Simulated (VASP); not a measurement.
# Mg2C: G0W0 quasiparticle levels with PBE

Crystal: Mg2C.

```
C Mg
1.0
     0.00000    2.71094    2.71094
     2.71094    0.00000    2.71094
     2.71094    2.71094    0.00000
C Mg
1 2
Direct
  0.00000 0.00000 0.00000
  0.25000 0.25000 0.25000
  0.75000 0.75000 0.75000
```

```yaml
Program: VASP 6.6.1
Task: G0W0 quasiparticle levels
Functional: PBE
Potentials_or_basis: VASP PAW PBE potentials, release 64 (C_GW, Mg_GW)
Cutoff: 500 eV
k_mesh: 4 × 4 × 4
Occupations: gaussian, width 0.01 eV
Spin: no spin polarisation
Dipole_correction: no
GW_scheme: G0W0
GW_iterations: 1
Cutoff_of_the_response_function: 140
Frequency_points: 96
Empty_bands: 149
Further_INCAR_settings: ALGO = EVGW0; EDIFF = 1e-08; NBANDS = 153
```

```json
{
 "Quasiparticle gap": "1.19 eV",
 "Least direct quasiparticle gap": "2.18 eV",
 "Band gap of the starting levels on the mesh": "0.69 eV",
 "Least direct gap of the starting levels on the mesh": "1.47 eV"
}
```

Run time: 74 s on 1 thread of Intel(R) Xeon(R) 6975P-C (Granite Rapids), with other jobs on the host, peak memory 0.4 GiB.

Caveat: the k points lie up to 0.50 Å⁻¹ apart; bands, screening cutoff and mesh are small and nothing is extrapolated, so the quasiparticle values aren't converged; the structure was generated, so it needn't be the stable form of Mg2C.
